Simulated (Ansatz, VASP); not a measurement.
# Two plane-wave programs on CuW

```
Cu W
1.0
     2.70882    0.00000    0.00000
    -1.35441    2.34591    0.00000
     0.00000    0.00000    4.54508
Cu W
1 1
Direct
  0.66667 0.33333 0.00000
  0.00000 0.00000 0.50000
```

Change from the starting cell: species swapped into the CrC type (P-6m2, No. 187).

Alike in both runs: functional PBE; k mesh 24 × 24 × 12; occupations gaussian, width 0.1 eV; no spin polarisation.

Ansatz relaxed the structure, and its values are those at the end. VASP's run is a single point on that final structure, the one shown.

```csv
,VASP,Ansatz
version,VASP 6.6.1,Ansatz 0.2.0
potentials or method,"VASP PAW PBE potentials, release 64 (Cu, W_sv), cutoff 520 eV","scalar-relativistic, plane waves, PAW"
valence electrons in the cell,25,33
```

|  | VASP | Ansatz | Ansatz less VASP |
| --- | --- | --- | --- |
| gap on the k mesh at the Fermi level (eV) | none | none | - |
| pressure (GPa) | -0.4 | 0.0 | +0.37 |

A gap of «none» marks a metal or a gap that the smearing closes. VASP's potentials hold 25 valence electrons a cell and Ansatz's 33, so a difference there can come from the potentials and not from the codes.

Neither program's run includes spin-orbit coupling.
